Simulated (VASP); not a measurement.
# CaO (I4/mmm) in VASP: single point with r2SCAN

Aim: the single point of CaO with r2SCAN.

Everything below comes from runs of VASP 6.6.1. Logs are shortened: lines on timing, memory, paths and dates and some standing lists are left out, and cuts for length are marked.

## Step 1: The cell of the first run

Symmetry: I4/mmm, No. 139, tetragonal system. The conventional cell has a = 3.355 Å, b = 3.355 Å, c = 5.219 Å, α = 90.00°, β = 90.00°, γ = 90.00°. Ca (site symmetry 4/mmm) has 6 O at 2.37 to 2.61 Å within 3.1 Å. Within 3.1 Å of O (site symmetry 4/mmm) lie 6 Ca at 2.37 to 2.61 Å.

## Step 2: Single point, r2SCAN

POSCAR reads:

```
CaO
1.0
    0.0000000000      2.3724180708      2.6096598778
    2.3724180708      0.0000000000      2.6096598778
    2.3724180708      2.3724180708      0.0000000000
Ca O
1 1
Direct
    0.0000000000      0.0000000000      0.0000000000
    0.5000000000      0.5000000000      0.5000000000
```

INCAR.step1 reads:

```
ALGO = Normal ; EDIFF = 1E-4
ENCUT = 520 ; GGA = PE
ISMEAR = 0 ; LASPH = True
LCHARG = False ; LREAL = False
LWAVE = True ; NBANDS = 15
NELM = 60 ; PREC = Accurate
SIGMA = 0.05
```

INCAR.step2 reads:

```
ALGO = Normal ; EDIFF = 1E-6
ENCUT = 520 ; ISIF = 2
ISMEAR = 0 ; ISTART = 1
LASPH = True ; LCHARG = False
LMIXTAU = True ; LREAL = False
LWAVE = False ; METAGGA = R2SCAN
NBANDS = 15 ; NELM = 60
PREC = Accurate ; SIGMA = 0.05
```

KPOINTS reads:

```
k-points
0
Gamma
  10 10 10
```

Potentials or basis: VASP PAW PBE potentials, release 64 (Ca_sv, O).

Started as:

```
$ cat potpaw_PBE.64/Ca_sv/POTCAR potpaw_PBE.64/O/POTCAR > POTCAR
$ cp INCAR.step1 INCAR
$ mpirun -np 1 vasp_std > vasp.out
$ cp INCAR.step2 INCAR
$ mpirun -np 1 vasp_std > vasp.out
```

OUTCAR:

```text
EDIFF = 1E-6
   ENCUT = 520
   ISIF = 2
   ISMEAR = 0
   ISTART = 1
   LASPH = True
   LREAL = False
   METAGGA = R2SCAN
   NELM = 60
   PREC = Accurate

 ion  position               nearest neighbor table
   1  0.000  0.000  0.000-   2 2.37   2 2.37   2 2.37   2 2.37
   2  0.500  0.500  0.500-   1 2.37   1 2.37   1 2.37   1 2.37

  LATTYP: Found a body centered tetragonal cell.
 ALAT       =     3.3551058113
 C/A-ratio  =     1.5556349186

  Lattice vectors:

 A1 = (  -2.3724180708,   0.0000000000,   2.6096598778)
 A2 = (   2.3724180708,   0.0000000000,   2.6096598778)
 A3 = (   0.0000000000,   2.3724180708,  -2.6096598778)

Analysis of symmetry for initial positions (statically):
=====================================================================
 Subroutine PRICEL returns:
 Original cell was already a primitive cell.

 Routine SETGRP: Setting up the symmetry group for a
 body centered tetragonal supercell.

 Subroutine GETGRP returns: Found 16 space group operations
 (whereof 16 operations were pure point group operations)
 out of a pool of 16 trial point group operations.

The static configuration has the point symmetry D_4h.

Analysis of symmetry for dynamics (positions and initial velocities):
=====================================================================
 Subroutine PRICEL returns:
 Original cell was already a primitive cell.

 Routine SETGRP: Setting up the symmetry group for a
 body centered tetragonal supercell.

 Subroutine GETGRP returns: Found 16 space group operations
 (whereof 16 operations were pure point group operations)
 out of a pool of 16 trial point group operations.

The dynamic configuration has the point symmetry D_4h.

 Subroutine INISYM returns: Found 16 space group operations
 (whereof 16 operations are pure point group operations),
 and found     1 'primitive' translations

----------------------------------------------------------------------------------------

                                     Primitive cell

  volume of cell :      29.3762

  direct lattice vectors                    reciprocal lattice vectors
     0.000000000  2.372418071  2.609659878    -0.210755434  0.210755434  0.191595849
     2.372418071  0.000000000  2.609659878     0.210755434 -0.210755434  0.191595849
     2.372418071  2.372418071  0.000000000     0.210755434  0.210755434 -0.191595849

  length of vectors
     3.526853014  3.526853014  3.355105811     0.354322840  0.354322840  0.354322840

  position of ions in fractional coordinates (direct lattice)
     0.000000000  0.000000000  0.000000000
     0.500000000  0.500000000  0.500000000

  ion indices of the primitive-cell ions
   primitive index   ion index
                 1           1
                 2           2

----------------------------------------------------------------------------------------

 KPOINTS: k-points

Automatic generation of k-mesh.
 Grid dimensions read from file:
 generate k-points for:   10   10   10

 Generating k-lattice:

  Cartesian coordinates                     Fractional coordinates (reciprocal lattice)
    -0.021075543  0.021075543  0.019159585     0.100000000  0.000000000  0.000000000
     0.021075543 -0.021075543  0.019159585     0.000000000  0.100000000  0.000000000
     0.021075543  0.021075543 -0.019159585     0.000000000  0.000000000  0.100000000

  Length of vectors
     0.035432284  0.035432284  0.035432284

  Shift w.r.t. Gamma in fractional coordinates (k-lattice)
     0.000000000  0.000000000  0.000000000

 Subroutine IBZKPT returns following result:
 ===========================================

 Found    102 irreducible k-points:

 Following reciprocal coordinates:
            Coordinates               Weight
  0.000000  0.000000  0.000000      1.000000
  0.100000 -0.000000  0.000000      8.000000
  0.200000 -0.000000  0.000000      8.000000
  0.300000 -0.000000  0.000000      8.000000
  0.400000  0.000000  0.000000      8.000000
  0.500000 -0.000000  0.000000      4.000000
[... 16 lines left out ...]
  0.300000  0.300000  0.000000      2.000000
  0.400000  0.300000  0.000000      8.000000
 [... further k-points ...]
   k-points           NKPTS =    102   k-points in BZ     NKDIM =    102   number of bands    NBANDS=     15
   number of dos      NEDOS =    301   number of ions     NIONS =      2
   total plane-waves  NPLWV =  21952
   dimension x,y,z NGX =    28 NGY =   28 NGZ =   28
   dimension x,y,z NGXF=    56 NGYF=   56 NGZF=   56
   ions per type =               1   1
   NGX,Y,Z   is equivalent  to a cutoff of  13.20, 13.20, 13.87 a.u.
   NGXF,Y,Z  is equivalent  to a cutoff of  26.40, 26.40, 27.75 a.u.
 SYSTEM =  unknown system
   PREC   = accura    normal or accurate (medium, high low for compatibility)
   ISTART =      1    job   : 0-new  1-cont  2-samecut
   ICHARG =      0    charge: 1-file 2-atom 10-const
   ISPIN  =      1    spin polarized calculation?
   LNONCOLLINEAR =      F non collinear calculations
   LSORBIT =      F    spin-orbit coupling
   LASPH  =      T    aspherical Exc in radial PAW
   ENCUT  =  520.0 eV  38.22 Ry    6.18 a.u.   6.56  6.56  6.24*2*pi/ulx,y,z
   NELM   =     60;   NELMIN=  2; NELMDL=  0     # of ELM steps
   EDIFF  = 0.1E-05   stopping-criterion for ELM
   LREAL  =      F    real-space projection
   EDIFFG = 0.1E-04   stopping-criterion for IOM
   NSW    =      0    number of steps for IOM
   IBRION =     -1    ionic relax: 0-MD 1-quasi-New 2-CG
   NFREE  =      0    steps in history (QN), initial steepest desc. (CG)
   ISIF   =      2    stress and relaxation
   ISYM   =      2    0-nonsym 1-usesym 2-fastsym
   POTIM  = 0.5000    time-step for ionic-motion
   TEBEG  =    0.0;   TEEND  =   0.0 temperature during run
   PSTRESS=    0.0 pullay stress
   NELECT =      16.0000    total number of electrons
   NUPDOWN=      -1.0000    fix difference up-down
   EMIN   =  10.00;   EMAX   =-10.00  energy-range for DOS
   EFERMI =   0.00;   METHOD = LEGACY
   ISMEAR =     0;   SIGMA  =   0.05  broadening in eV -4-tet -1-fermi 0-gaus
   EFERMI_NEDOS =   21; number of points for ismear=-14 and -15
   IALGO  =     38    algorithm
   IMIX   =      4    mixing-type and parameters
     AMIX     =   0.40;   BMIX     =  1.00
     AMIX_MAG =   1.60;   BMIX_MAG =  1.00
  volume/ion in A,a.u.               =      14.69        99.12
  Fermi-wavevector in a.u.,A,eV,Ry     =   1.336953  2.526474 24.319632  1.787443
  Thomas-Fermi vector in A             =   2.465539
   LORBIT       =      0    0 simple, 1 ext, 2 COOP (PROOUT), +10 PAW based schemes
   METAGGA = R2SCAN    functional components
   LHFCALC =     F    Hartree Fock is set to
   AEXX    =    0.0000 exact exchange contribution
   IVDW    =     0    specifies the selected vdW correction
   LEPSILON=     F    determine dielectric tensor
   LRPA    =     F    only Hartree local field effects (RPA)
 non-spin polarized calculation
 Gauss-broadening in eV      SIGMA  =   0.05
  energy-cutoff  :      520.00
  volume of cell :       29.38
 maximum number of plane-waves:       809
 NGX is ok and might be reduce to    28
   NGX = 13   NGY = 13   NGZ = 13

 number of electron      16.0000005 magnetization

 Free energy of the ion-electron system (eV)
  ---------------------------------------------------
  ext. energy  EPLUGINS =         0.00000000
  ---------------------------------------------------
  free energy    TOTEN  =       -19.36294049 eV

  energy without entropy =      -19.36294049  energy(sigma->0) =      -19.36294049

 E-fermi :   2.0209     XC(G=0): -10.7627

 val. band max:        1.7608415531   @ k =   0.0000   0.0000   0.0000
 cond. band min:       5.8567446310   @ k =   0.5000   0.0000   0.5000
 fundamental gap:      4.0959030779
 Fermi energy:         2.0208703790

 k-point     1 :       0.0000    0.0000    0.0000
  band No.  band energies     occupation
      1     -37.5437      2.00000
      2     -17.5438      2.00000
      3     -17.4426      2.00000
      4     -17.4426      2.00000
      5     -14.6820      2.00000
      6       1.5983      2.00000
      7       1.7608      2.00000
      8       1.7608      2.00000
      9       6.4063      0.00000
     10       8.0572      0.00000
     11       8.6770      0.00000
     12       8.6770      0.00000
     13       9.8494      0.00000
     14      10.3498      0.00000
     15      17.1911      0.00000

 k-point     2 :       0.1000   -0.0000    0.0000
  band No.  band energies     occupation
      1     -37.5361      2.00000
      2     -17.6075      2.00000
      3     -17.5161      2.00000
      4     -17.4426      2.00000
      5     -14.5431      2.00000
      6       1.3507      2.00000
      7       1.5523      2.00000
      8       1.6265      2.00000
      9       6.8299      0.00000
     10       8.1995      0.00000
     11       8.6802      0.00000
     12       8.8210      0.00000
     13      10.0787      0.00000
     14      10.5891      0.00000
     15      17.5512      0.00000

 k-point     3 :       0.2000   -0.0000    0.0000
  band No.  band energies     occupation
      1     -37.5159      2.00000
      2     -17.8860      2.00000
      3     -17.5523      2.00000
      4     -17.4425      2.00000
      5     -14.2231      2.00000
      6       0.6487      2.00000
      7       1.2362      2.00000
      8       1.3003      2.00000
      9       7.8122      0.00000
     10       8.4169      0.00000
     11       8.9798      0.00000
     12       9.2198      0.00000
     13      10.6717      0.00000
     14      11.2100      0.00000
     15      17.9810      0.00000
[... 343 lines left out ...]
 k-point    23 :       0.3000    0.3000    0.0000
  band No.  band energies     occupation
      1     -37.4904      2.00000
      2     -17.9270      2.00000
      3     -17.5323      2.00000
      4     -17.5323      2.00000
      5     -14.3965      2.00000
      6       0.0552      2.00000
      7       1.5274      2.00000
      8       1.5274      2.00000
      9       6.6666      0.00000
     10       9.5035      0.00000
     11      10.5609      0.00000
     12      10.5609      0.00000
     13      10.8227      0.00000
     14      11.3449      0.00000
     15      18.4444      0.00000

 k-point    24 :       0.4000    0.3000    0.0000
  band No.  band energies     occupation
      1     -37.4764      2.00000
      2     -17.9845      2.00000
      3     -17.6103      2.00000
      4     -17.5428      2.00000
      5     -14.3181      2.00000
      6       0.0164      2.00000
      7       1.2922      2.00000
      8       1.3980      2.00000
      9       6.7036      0.00000
     10       9.9906      0.00000
     11      10.7516      0.00000
     12      10.9342      0.00000
     13      11.1416      0.00000
     14      11.9690      0.00000
     15      17.0788      0.00000

 [... further k-points ...]

------------------------ aborting loop because EDIFF is reached ----------------------------------------

  FORCE on cell =-STRESS in cart. coord.  units (eV):
  Direction    XX          YY          ZZ          XY          YZ          ZX
  --------------------------------------------------------------------------------------
  -------------------------------------------------------------------------------------
  Total       -0.0388621     -0.0388621     -1.9717446      0.0000000     -0.0000000      0.0000000
  in kB       -2.1195334     -2.1195334   -107.5387284      0.0000000     -0.0000000      0.0000000
  external PRESSURE =     -37.2592651 kB  Pullay stress =       0.0000000 kB

 VOLUME and BASIS-vectors are now :
 -----------------------------------------------------------------------------
  energy-cutoff  :      520.00
  volume of cell :       29.38
      direct lattice vectors                 reciprocal lattice vectors
     0.000000000  2.372418071  2.609659878    -0.210755434  0.210755434  0.191595849
     2.372418071  0.000000000  2.609659878     0.210755434 -0.210755434  0.191595849
     2.372418071  2.372418071  0.000000000     0.210755434  0.210755434 -0.191595849

 POSITION                                       TOTAL-FORCE (eV/Angst)
 -----------------------------------------------------------------------------------
      0.00000      0.00000      0.00000         0.000000      0.000000      0.000000
      2.37242      2.37242      2.60966        -0.000000     -0.000000     -0.000000
 -----------------------------------------------------------------------------------
    total drift:                                0.000000      0.000000      0.000000

  FREE ENERGIE OF THE ION-ELECTRON SYSTEM (eV)
  ---------------------------------------------------
  free  energy   TOTEN  =       -19.3629404940 eV

  energy  without entropy=      -19.3629404940  energy(sigma->0) =      -19.36294049
```

Wall time 73 s (1 thread of Intel Xeon 6975P-C (Granite Rapids), shared host); peak memory 0.19 GiB.

Results:

```yaml
Free_energy: -19.3629 eV
Pressure: -3.7 GPa
Band_gap_on_the_k_mesh: 4.10 eV (least direct gap 4.54 eV)
```

Caveat: the cell stands under tension; the PAW data sets were made with another functional, which shifts forces and pressure a little.
